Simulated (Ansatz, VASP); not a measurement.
## Two plane-wave programs on SrZr2O3

```
Sr Zr O
1.0
     2.96856    1.71390    4.79133
    -2.96856    1.71390    4.79133
     0.00000   -3.42779    4.79133
Sr Zr O
1 2 3
Direct
  0.00000 0.00000 0.00000
  0.73589 0.73589 0.73589
  0.26411 0.26411 0.26411
  0.50000 0.50000 0.00000
  0.00000 0.50000 0.50000
  0.50000 0.00000 0.50000
```

Alike in both runs: functional PBE; k mesh 3 × 3 × 3; occupations gaussian, width 0.15 eV; no spin polarisation.

Ansatz relaxed the structure, and its values are those at the end. VASP's run is a single point on that final structure, the one shown.

|  | VASP | Ansatz |
| --- | --- | --- |
| version | VASP 6.6.1 | Ansatz 0.2.0 |
| potentials or method | VASP PAW PBE potentials, release 64 (Sr_sv, Zr_sv, O), cutoff 600 eV | scalar-relativistic, plane waves, PAW |
| valence electrons in the cell | 52 | 52 |

VASP gave:

| Item | Value |
| --- | --- |
| gap on the k mesh at the Fermi level (eV) | none |
| pressure (GPa) | 0.2 |
| rms of the force components (eV/Å) | 0.016 |

Task: What did Ansatz give for the same quantities?

Result: gap on the k mesh at the Fermi level (eV): none; pressure (GPa): 0.1; rms of the force components (eV/Å): 0.008.

A gap of «none» marks a metal or a gap that the smearing closes.

The k mesh is coarse, so the values compare programs but aren't converged.
